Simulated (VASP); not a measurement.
Wanted: the native input for a VASP 6.6.1 run.

| Item | Value |
| --- | --- |
| Task | single point |
| Functional | PBEsol |
| Potentials or basis | VASP PAW PBE potentials, release 64 (O, H, F) |
| Cutoff | 520 eV |
| k mesh | 1 × 1 × 1 |
| Occupations | fermi-dirac, width 0.05 eV |
| Spin | no spin polarisation |
| Dipole correction | no |
| Further INCAR settings | LREAL = Auto; ALGO = Normal; EDIFF = 1e-06; NBANDS = 66 |

The structure of H21O10F lies in POSCAR:

```
H21O10F
1.0
    6.9382320000      0.0000000000      0.0000000000
    0.0000000000      6.9382320000      0.0000000000
    0.0000000000      0.0000000000      6.9382320000
O H F
10 21 1
Direct
    0.3227046890      0.4520171709      0.8058392974
    0.8843030905      1.0822641849      0.7900715917
    0.2429725613      0.8743581938      0.0351098090
    0.1591039331      0.1324833185      0.3002494007
    0.5706352858      0.1171191739      0.3451023258
    0.9372560618      0.4408327655      0.1575329277
    0.5735322774      0.7462708079      0.4407751139
    0.1985952617      0.8610550930      0.6547489332
    0.3032472826      0.5634720776      0.2915151872
    0.5019146088      0.1539873559      0.9580106286
    0.3991074383      0.5916060460      0.8163607098
    0.3528276368      0.4570760966      0.6690609366
    0.8795756614      1.1421641709      0.6588854336
    0.7982148766      0.9668601454      0.7703691661
    0.3485470074      0.9805812201      0.0411199856
    0.1925994980      0.8879927912     -0.1122332029
    0.0659389885      0.2312981174      0.2870327772
    0.1216880612      0.0448961637      0.1947614320
    0.4330209771      0.1291683530      0.3623113208
    0.5855526307      0.1589309784      0.2086554615
    0.8501733583      0.5475602430      0.2153286313
    0.9615129618      0.4786666113      0.0192844517
    0.4814482998      0.6602978972      0.3846080673
    0.5854517404      0.8799215708      0.4003613601
    0.2220162139      0.9702471754      0.5724368975
    0.2503087242      0.7697205859      0.5695543187
    0.2996008205      0.6642326172      0.1599254680
    0.1789504877      0.4715754676      0.2811090779
    0.4447818983      0.2690310730      0.8963810954
    0.6248133530      0.1615973637      0.8943488774
    0.6030642965      0.7107718508      0.6026030839
    0.6392262467      0.6683691177      0.7542987897
```

These files were run (other wordings do the same):

INCAR

```
SYSTEM = H21O10F
  ALGO = Normal
  EDIFF = 1E-6
  ENCUT = 520
  GGA = PS
  GGA_COMPAT = .FALSE.
  ISIF = 2
  ISMEAR = -1
  LASPH = .TRUE.
  LCHARG = .TRUE.
  LELF = .TRUE.
  LREAL = Auto
  LVHAR = .TRUE.
  LWAVE = .FALSE.
  NBANDS = 66
  NELM = 120
  PREC = Accurate
  SIGMA = 0.05
```

KPOINTS

```
k-points
0
G
  1 1 1
  0 0 0
```

Potentials or basis: VASP PAW PBE potentials, release 64 (O, H, F).

Run with:

```bash
$ cat potpaw_PBE.64/O/POTCAR potpaw_PBE.64/H/POTCAR potpaw_PBE.64/F/POTCAR > POTCAR
$ mpirun -np 1 vasp_gam > vasp.out
```

Results of the run:

The pressure is -1.2 GPa, the largest force is 3.689 eV/Å and the band gap on the k mesh is 4.48 eV.

Caveat: the k points lie up to 0.91 Å⁻¹ apart; the PAW data sets were made with another functional, which shifts forces and pressure a little.

Run time: 69 s on 1 thread of AMD EPYC 7R43 64-Core Processor (Zen 3) (shared host), peak memory 0.33 GiB.
